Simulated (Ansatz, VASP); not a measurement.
## Sr: VASP beside Ansatz

```
CELL_PARAMETERS angstrom
-2.33602 2.33602 2.33602
2.33602 -2.33602 2.33602
2.33602 2.33602 -2.33602
ATOMIC_POSITIONS crystal
Sr 0.00000 0.00000 0.00000
```

Alike in both runs: functional PBEsol; k mesh 16 × 16 × 16; occupations gaussian, width 0.1 eV; no spin polarisation.

Ansatz relaxed the structure, and its values are those at the end. VASP's run is a single point on that final structure, the one shown.

|  | VASP | Ansatz |
| --- | --- | --- |
| version | VASP 6.6.1 | Ansatz 0.2.0 |
| potentials or method | VASP PAW PBE potentials, release 64 (Sr_sv), cutoff 520 eV | scalar-relativistic, plane waves, PAW |
| valence electrons in the cell | 10 | 10 |

```csv
,VASP,Ansatz,Ansatz less VASP
gap on the k mesh at the Fermi level (eV),none,none,-
pressure (GPa),0.0,0.0,-0.01
```

VASP's potentials were made for PBE, not for PBEsol. A gap of «none» marks a metal or a gap that the smearing closes.
